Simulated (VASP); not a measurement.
# BN (Fmm2) in VASP: notebook

BN is run at these levels: PBE+D3(BJ); tasks: single point, molecular dynamics.

All numbers are computed with VASP 6.6.1; they aren't measurements. Logs are shortened: lines on timing, memory, paths and dates and some standing lists are left out, and cuts for length are marked.

## Step 1: The cell of the first run

It takes space group Fmm2 (No. 42, orthorhombic). Conventional cell: a = 2.503 Å, b = 6.991 Å, c = 4.332 Å, α = 90.00°, β = 90.00°, γ = 90.00°. Within 1.9 Å of B (site symmetry mm2) lie 3 N at 1.44 Å. Within 1.9 Å of N (site symmetry mm2) lie 3 B at 1.44 Å.

## Step 2: Single point, PBE+D3(BJ)

INCAR

```
  PREC = Accurate
  ENCUT = 520
  EDIFF = 1E-6
  ISMEAR = 0
  SIGMA = 0.1
  LREAL = Auto
  LASPH = T
  NELM = 60
  ALGO = Normal
  ISIF = 2
  LWAVE = F
  LCHARG = T
  GGA = PE
  IVDW = 12
  LELF = T
  LVHAR = T
  NBANDS = 51
  ISYM = 0
```

KPOINTS

```
Automatic mesh
0
Gamma
  2 2 2
  0.5 0.5 0.5
```

POSCAR

```
BN
1.0
    1.2516321000     -3.4953158300      4.3321824800
   -1.2516321000     -3.4953158300     -4.3321824800
    5.0065284000      3.4953158300     -2.1660912400
B N
9 9
Direct
    0.6666828833      0.2221951944      0.8888780778
    0.3333495500      0.4444174167      0.7777669667
    0.0000162167      0.9999729722      0.9999891889
    0.3333495500      0.7777507500      0.1111003000
    0.0000162167      0.3333063056      0.3333225222
    0.6666828833      0.8888618611      0.5555447444
    0.3333495500      0.1110840833      0.4444336333
    0.0000162167      0.6666396389      0.6666558556
    0.6666828833      0.5555285278      0.2222114111
    0.8888837800      0.8518603667      0.7407441467
    0.5555504467      0.0740825889      0.6296330356
    0.2222171133      0.6296381444      0.8518552578
    0.5555504467      0.4074159222      0.9629663689
    0.2222171133      0.9629714778      0.1851885911
    0.8888837800      0.5185270333      0.4074108133
    0.5555504467      0.7407492556      0.2962997022
    0.2222171133      0.2963048111      0.5185219244
    0.8888837800      0.1851937000      0.0740774800
```

Potentials or basis: VASP PAW PBE potentials, release 64 (B, N).

Run with:

```sh
$ cat potpaw_PBE.64/B/POTCAR potpaw_PBE.64/N/POTCAR > POTCAR
$ mpirun -np 1 vasp_std > vasp.out
```

OUTCAR:

```text
PREC = Accurate
   ENCUT = 520
   EDIFF = 1E-6
   ISMEAR = 0
   LREAL = Auto
   LASPH = T
   NELM = 60
   ISIF = 2
   GGA = PE
   IVDW = 12
   ISYM = 0
 IVDW          = 12

 ion  position               nearest neighbor table
   1  0.667  0.222  0.889-  13 1.44  11 1.44  18 1.44
   2  0.333  0.444  0.778-  12 1.44  13 1.44  17 1.44
   3  0.000  1.000  1.000-  18 1.44  14 1.44  10 1.44
   4  0.333  0.778  0.111-  14 1.44  12 1.44  16 1.44
   5  0.000  0.333  0.333-  15 1.44  17 1.44  18 1.44
   6  0.667  0.889  0.556-  11 1.44  16 1.44  10 1.44
[... 10 lines left out ...]
  17  0.222  0.296  0.519-   7 1.44   5 1.44   2 1.44
  18  0.889  0.185  0.074-   3 1.44   5 1.44   1 1.44

IMPORTANT INFORMATION: All symmetrisations will be switched off!
NOSYMM: (Re-)initialisation of all symmetry stuff for point group C_1.

----------------------------------------------------------------------------------------

                                     Primitive cell

  volume of cell :     170.5738

  direct lattice vectors                    reciprocal lattice vectors
     1.251632100 -3.495315830  4.332182480     0.133159470 -0.143048590  0.076943512
    -1.251632100 -3.495315830 -4.332182480     0.044386490 -0.143048590 -0.128239186
     5.006528400  3.495315830 -2.166091240     0.177545960  0.000000000 -0.051295674

  length of vectors
     5.705402765  5.705402765  6.478773852     0.210034872  0.197175933  0.184807505

  position of ions in fractional coordinates (direct lattice)
     0.666682883  0.222195194  0.888878078
     0.333349550  0.444417417  0.777766967
     0.000016217  0.999972972  0.999989189
     0.333349550  0.777750750  0.111100300
     0.000016217  0.333306306  0.333322522
     0.666682883  0.888861861  0.555544744
[... 10 lines left out ...]
     0.222217113  0.296304811  0.518521924
     0.888883780  0.185193700  0.074077480

  ion indices of the primitive-cell ions
   primitive index   ion index
                 1           1
                 2           2
                 3           3
                 4           4
                 5           5
                 6           6
[... 10 lines left out ...]
                17          17
                18          18

----------------------------------------------------------------------------------------

 KPOINTS: Automatic mesh

Automatic generation of k-mesh.
 Grid dimensions read from file:
 generate k-points for:    2    2    2

 Generating k-lattice:

  Cartesian coordinates                     Fractional coordinates (reciprocal lattice)
     0.066579735 -0.071524295  0.038471756     0.500000000  0.000000000 -0.000000000
     0.022193245 -0.071524295 -0.064119593    -0.000000000  0.500000000  0.000000000
     0.088772980  0.000000000 -0.025647837     0.000000000  0.000000000  0.500000000

  Length of vectors
     0.105017436  0.098587966  0.092403753

  Shift w.r.t. Gamma in fractional coordinates (k-lattice)
     0.500000000  0.500000000  0.500000000

 Subroutine IBZKPT returns following result:
 ===========================================

 Found      4 irreducible k-points:

 Following reciprocal coordinates:
            Coordinates               Weight
  0.250000  0.250000  0.250000      2.000000
 -0.250000  0.250000  0.250000      2.000000
  0.250000 -0.250000  0.250000      2.000000
 -0.250000 -0.250000  0.250000      2.000000
   k-points           NKPTS =      4   k-points in BZ     NKDIM =      4   number of bands    NBANDS=     51
   number of dos      NEDOS =    301   number of ions     NIONS =     18
   total plane-waves  NPLWV =  84672
   dimension x,y,z NGX =    42 NGY =   42 NGZ =   48
   dimension x,y,z NGXF=    84 NGYF=   84 NGZF=   96
   ions per type =               9   9
   NGX,Y,Z   is equivalent  to a cutoff of  12.24, 12.24, 12.32 a.u.
   NGXF,Y,Z  is equivalent  to a cutoff of  24.48, 24.48, 24.63 a.u.
 SYSTEM =  unknown system
   PREC   = accura    normal or accurate (medium, high low for compatibility)
   ISTART =      0    job   : 0-new  1-cont  2-samecut
   ICHARG =      2    charge: 1-file 2-atom 10-const
   ISPIN  =      1    spin polarized calculation?
   LNONCOLLINEAR =      F non collinear calculations
   LSORBIT =      F    spin-orbit coupling
   LASPH  =      T    aspherical Exc in radial PAW
   ENCUT  =  520.0 eV  38.22 Ry    6.18 a.u.  10.61 10.61 12.05*2*pi/ulx,y,z
   NELM   =     60;   NELMIN=  2; NELMDL= -5     # of ELM steps
   EDIFF  = 0.1E-05   stopping-criterion for ELM
   LREAL  =      T    real-space projection
   EDIFFG = 0.1E-04   stopping-criterion for IOM
   NSW    =      0    number of steps for IOM
   IBRION =     -1    ionic relax: 0-MD 1-quasi-New 2-CG
   NFREE  =      0    steps in history (QN), initial steepest desc. (CG)
   ISIF   =      2    stress and relaxation
   ISYM   =      0    0-nonsym 1-usesym 2-fastsym
   POTIM  = 0.5000    time-step for ionic-motion
   TEBEG  =    0.0;   TEEND  =   0.0 temperature during run
   PSTRESS=    0.0 pullay stress
   NELECT =      72.0000    total number of electrons
   NUPDOWN=      -1.0000    fix difference up-down
   EMIN   =  10.00;   EMAX   =-10.00  energy-range for DOS
   EFERMI =   0.00;   METHOD = LEGACY
   ISMEAR =     0;   SIGMA  =   0.10  broadening in eV -4-tet -1-fermi 0-gaus
   EFERMI_NEDOS =   21; number of points for ismear=-14 and -15
   IALGO  =     38    algorithm
   IMIX   =      4    mixing-type and parameters
     AMIX     =   0.40;   BMIX     =  1.00
     AMIX_MAG =   1.60;   BMIX_MAG =  1.00
  volume/ion in A,a.u.               =       9.48        63.95
  Fermi-wavevector in a.u.,A,eV,Ry     =   1.228047  2.320672 20.518928  1.508099
  Thomas-Fermi vector in A             =   2.362987
   LORBIT       =      0    0 simple, 1 ext, 2 COOP (PROOUT), +10 PAW based schemes
   GGA     = PE    functional components
   LHFCALC =     F    Hartree Fock is set to
   AEXX    =    0.0000 exact exchange contribution
   IVDW    =    12    specifies the selected vdW correction
   LEPSILON=     F    determine dielectric tensor
   LRPA    =     F    only Hartree local field effects (RPA)
 non-spin polarized calculation
 Gauss-broadening in eV      SIGMA  =   0.10
  energy-cutoff  :      520.00
  volume of cell :      170.57
 maximum number of plane-waves:      4619
 NGX is ok and might be reduce to    42
   NGX = 21   NGY = 21   NGZ = 25

 number of electron      72.0000001 magnetization

 Free energy of the ion-electron system (eV)
  ---------------------------------------------------
  ext. energy  EPLUGINS =         0.00000000
  ---------------------------------------------------
  free energy    TOTEN  =      -158.27827275 eV

  energy without entropy =     -158.27827275  energy(sigma->0) =     -158.27827275

 E-fermi :   2.2643     XC(G=0):  -9.7394

 val. band max:        1.7612993381   @ k =   0.2500  -0.2500   0.2500
 cond. band min:       6.4839536381   @ k =   0.2500  -0.2500   0.2500
 fundamental gap:      4.7226543001
 Fermi energy:         2.2643196733

 k-point     1 :       0.2500    0.2500    0.2500
  band No.  band energies     occupation
      1     -15.0363      2.00000
      2     -15.0363      2.00000
      3     -14.7010      2.00000
      4     -14.7010      2.00000
      5     -12.7891      2.00000
      6     -12.7891      2.00000
[... 40 lines left out ...]
     47      12.5053      0.00000
     48      12.5053      0.00000

 k-point     2 :      -0.2500    0.2500    0.2500
  band No.  band energies     occupation
      1     -15.4696      2.00000
      2     -15.2843      2.00000
      3     -13.8491      2.00000
      4     -13.7149      2.00000
      5     -13.3157      2.00000
      6     -13.2007      2.00000
[... 40 lines left out ...]
     47      11.3190      0.00000
     48      11.6209      0.00000

 k-point     3 :       0.2500   -0.2500    0.2500
  band No.  band energies     occupation
      1     -15.3531      2.00000
      2     -15.1711      2.00000
      3     -14.1519      2.00000
      4     -14.0059      2.00000
      5     -13.5951      2.00000
      6     -13.4606      2.00000
[... 40 lines left out ...]
     47      11.2769      0.00000
     48      11.6210      0.00000

 k-point     4 :      -0.2500   -0.2500    0.2500
  band No.  band energies     occupation
      1     -15.7923      2.00000
      2     -14.2247      2.00000
      3     -14.2247      2.00000
      4     -13.8447      2.00000
      5     -13.8447      2.00000
      6     -13.1707      2.00000
[... 40 lines left out ...]
     47      11.7474      0.00000
     48      12.1938      0.00000
 [bands above 48 left out]

------------------------ aborting loop because EDIFF is reached ----------------------------------------

 Edisp (eV)   -2.38958

 E8    (eV) :    -0.6956

  FORCE on cell =-STRESS in cart. coord.  units (eV):
  Direction    XX          YY          ZZ          XY          YZ          ZX
  --------------------------------------------------------------------------------------
  -------------------------------------------------------------------------------------
  Total       2.14642    -1.29789     1.95952    -0.00248    -0.00280     0.01362
  in kB      20.16104   -12.19091    18.40551    -0.02327    -0.02630     0.12796
  external pressure =        8.79 kB  Pullay stress =        0.00 kB

 VOLUME and BASIS-vectors are now :
 -----------------------------------------------------------------------------
  energy-cutoff  :      520.00
  volume of cell :      170.57
      direct lattice vectors                 reciprocal lattice vectors
     1.251632100 -3.495315830  4.332182480     0.133159470 -0.143048590  0.076943512
    -1.251632100 -3.495315830 -4.332182480     0.044386490 -0.143048590 -0.128239186
     5.006528400  3.495315830 -2.166091240     0.177545960  0.000000000 -0.051295674

 POSITION                                       TOTAL-FORCE (eV/Angst)
 -----------------------------------------------------------------------------------
      5.00653      0.00000      0.00021        -0.015107     -0.000600      0.001709
      3.75490      0.00000     -2.16588        -0.011471      0.000753      0.001192
      3.75490      0.00000     -6.49806        -0.013365      0.000292      0.000798
     -0.00000     -3.49532     -2.16588        -0.011453      0.000753      0.001201
      1.25163     -0.00000     -2.16588        -0.013366      0.000292      0.000768
      2.50326     -3.49532     -2.16588        -0.015131     -0.000599      0.001757
[... 10 lines left out ...]
      2.50326      0.00000     -1.44413         0.013149     -0.000149     -0.001053
      1.25163     -3.49532      2.88806         0.013460     -0.000022     -0.001136
 -----------------------------------------------------------------------------------
    total drift:                               -0.001936     -0.001967      0.006030

  FREE ENERGIE OF THE ION-ELECTRON SYSTEM (eV)
  ---------------------------------------------------
  free  energy   TOTEN  =      -160.6678574043 eV

  energy  without entropy=     -160.6678574043  energy(sigma->0) =     -160.66785740
```

Wall time 2.5 min (1 thread of Intel Xeon Platinum 8259CL at 2.50GHz (Skylake/Cascade Lake), shared host); peak memory 0.27 GiB.

What came out:

- Free energy: -160.6679 eV
- Pressure: 0.9 GPa
- Largest force: 0.015 eV/Å
- Band gap on the k mesh: 4.72 eV
- Dispersion energy per atom: -0.133 eV

Forces in eV/Å, atoms in the order of the input:
```
B   -0.015 -0.001  0.002
B   -0.011  0.001  0.001
B   -0.013  0.000  0.001
B   -0.011  0.001  0.001
B   -0.013  0.000  0.001
B   -0.015 -0.001  0.002
B   -0.011  0.001  0.001
B   -0.013  0.000  0.001
B   -0.015 -0.001  0.002
N    0.013  0.000 -0.001
N    0.013  0.000 -0.002
N    0.013  0.000 -0.001
N    0.013  0.000 -0.002
N    0.013  0.000 -0.001
N    0.013  0.000 -0.001
N    0.013  0.000 -0.002
N    0.013  0.000 -0.001
N    0.013  0.000 -0.001
```

Stress tensor (GPa, compression positive):
```
 2.02  0.00  0.01
 0.00 -1.22  0.00
 0.01  0.00  1.84
```

Caveat: the k points lie up to 0.62 Å⁻¹ apart; a shifted mesh leaves out Γ, where band edges can lie. A k mesh can miss the band edges.

## Step 3: Molecular dynamics, PBE+D3(BJ)

INCAR

```
SYSTEM = BN
PREC = Accurate ; ENCUT = 520
EDIFF = 1E-5 ; ISMEAR = -1
SIGMA = 0.1034 ; LREAL = Auto
LASPH = .TRUE. ; NELM = 60
ALGO = Normal ; ISIF = 2
LWAVE = .FALSE. ; LCHARG = .FALSE.
GGA = PE ; IVDW = 12
NBANDS = 51 ; IBRION = 0
NSW = 40 ; POTIM = 1.5
TEBEG = 1200.0 ; TEEND = 1200.0
ISYM = 0 ; NELMIN = 4
RANDOM_SEED = 95312 0 0 ; MDALGO = 3
LANGEVIN_GAMMA = 20 20
```

KPOINTS is that of step 2.

POSCAR, as its differences from that of step 2:

```diff
@@ -2,5 +2,5 @@
 1.0
-    1.2516321000     -3.4953158300      4.3321824800
-   -1.2516321000     -3.4953158300     -4.3321824800
-    5.0065284000      3.4953158300     -2.1660912400
+    1.2681028322     -3.5413121025      4.3891914187
+   -1.2681028322     -3.5413121025     -4.3891914187
+    5.0724113290      3.5413121025     -2.1945957093
 B N
```

Potentials or basis: VASP PAW PBE potentials, release 64 (B, N).

Run with:

```sh
$ cat potpaw_PBE.64/B/POTCAR potpaw_PBE.64/N/POTCAR > POTCAR
$ mpirun -np 1 vasp_std > vasp.out
```

OUTCAR:

```text
SYSTEM = BN
   PREC = Accurate
   ENCUT = 520
   EDIFF = 1E-5
   ISMEAR = -1
   LREAL = Auto
   LASPH = .TRUE.
   NELM = 60
   ISIF = 2
   GGA = PE
   IVDW = 12
   IBRION = 0
   NSW = 40
   POTIM = 1.5
   TEBEG = 1200.0
   ISYM = 0
   NELMIN = 4
 IVDW          = 12

 ion  position               nearest neighbor table
   1  0.667  0.222  0.889-  13 1.46  18 1.46  11 1.46
   2  0.333  0.444  0.778-  12 1.46  13 1.46  17 1.46
   3  0.000  1.000  1.000-  18 1.46  14 1.46  10 1.46
   4  0.333  0.778  0.111-  14 1.46  16 1.46  12 1.46
   5  0.000  0.333  0.333-  15 1.46  17 1.46  18 1.46
   6  0.667  0.889  0.556-  11 1.46  16 1.46  10 1.46
[... 10 lines left out ...]
  17  0.222  0.296  0.519-   7 1.46   5 1.46   2 1.46
  18  0.889  0.185  0.074-   3 1.46   1 1.46   5 1.46

IMPORTANT INFORMATION: All symmetrisations will be switched off!
[... 486 lines left out ...]
--------------------------------------- Ionic step       40  -------------------------------------------

 number of electron      71.9999997 magnetization

 Free energy of the ion-electron system (eV)
  ---------------------------------------------------
  ext. energy  EPLUGINS =         0.00000000
  ---------------------------------------------------
  free energy    TOTEN  =      -155.78871705 eV

  energy without entropy =     -155.78871705  energy(sigma->0) =     -155.78871705

 E-fermi :   3.7575     XC(G=0):  -9.6065

 val. band max:        1.6516045009   @ k =   0.2500  -0.2500   0.2500
 cond. band min:       5.9097974360   @ k =   0.2500  -0.2500   0.2500
 fundamental gap:      4.2581929351
 Fermi energy:         3.7574528021

 k-point     1 :       0.2500    0.2500    0.2500
  band No.  band energies     occupation
      1     -15.1940      2.00000
      2     -14.9901      2.00000
      3     -14.9400      2.00000
      4     -14.4537      2.00000
      5     -13.0821      2.00000
      6     -12.8613      2.00000
[... 193 lines left out ...]
     47      10.9127      0.00000
     48      11.3352      0.00000
 [bands above 48 left out]

------------------------ aborting loop because EDIFF is reached ----------------------------------------

 Edisp (eV)   -2.29584

 E8    (eV) :    -0.6684
[... 47 lines left out ...]
  ENERGY OF THE ELECTRON-ION-THERMOSTAT SYSTEM (eV)
  ---------------------------------------------------
% ion-electron   TOTEN  =      -158.084562  see above
  kinetic energy EKIN   =         2.909800
  kin. lattice  EKIN_LAT=         0.000000  (temperature 1250.62 K)
  nose potential ES     =         0.000000
  nose kinetic   EPS    =         0.000000
  ---------------------------------------------------
  total energy   ETOTAL =      -155.174762 eV
```

OSZICAR:

```text
N       E                     dE             d eps       ncg     rms          rms(c)
DAV:   1     0.340412110684E+03    0.34041E+03   -0.36780E+04   408   0.131E+03
DAV:   2    -0.143864232115E+03   -0.48428E+03   -0.46493E+03   516   0.299E+02
[... 319 lines left out ...]
DAV:   2    -0.155790379688E+03   -0.14917E-01   -0.17517E-01   496   0.206E+00    0.324E-01
DAV:   3    -0.155789217360E+03    0.11623E-02   -0.28640E-03   520   0.311E-01    0.225E-01
DAV:   4    -0.155788719327E+03    0.49803E-03   -0.23625E-03   496   0.255E-01    0.841E-02
DAV:   5    -0.155788711844E+03    0.74833E-05   -0.42562E-04   512   0.113E-01    0.418E-02
DAV:   6    -0.155788717052E+03   -0.52076E-05   -0.58892E-05   472   0.363E-02
     40 T=  1251. E= -.15517476E+03 F= -.15808456E+03 E0= -.15808456E+03  EK= 0.29098E+01 SP= 0.00E+00 SK= 0.00E+00
```

Run time: 45 min. Hardware: 1 thread of Intel Xeon Platinum 8259CL at 2.50GHz (Skylake/Cascade Lake), shared host; peak memory 0.39 GiB.

Results:

```
Dispersion energy per atom : -0.128 eV
```

Caveat: the k points lie up to 0.61 Å⁻¹ apart.
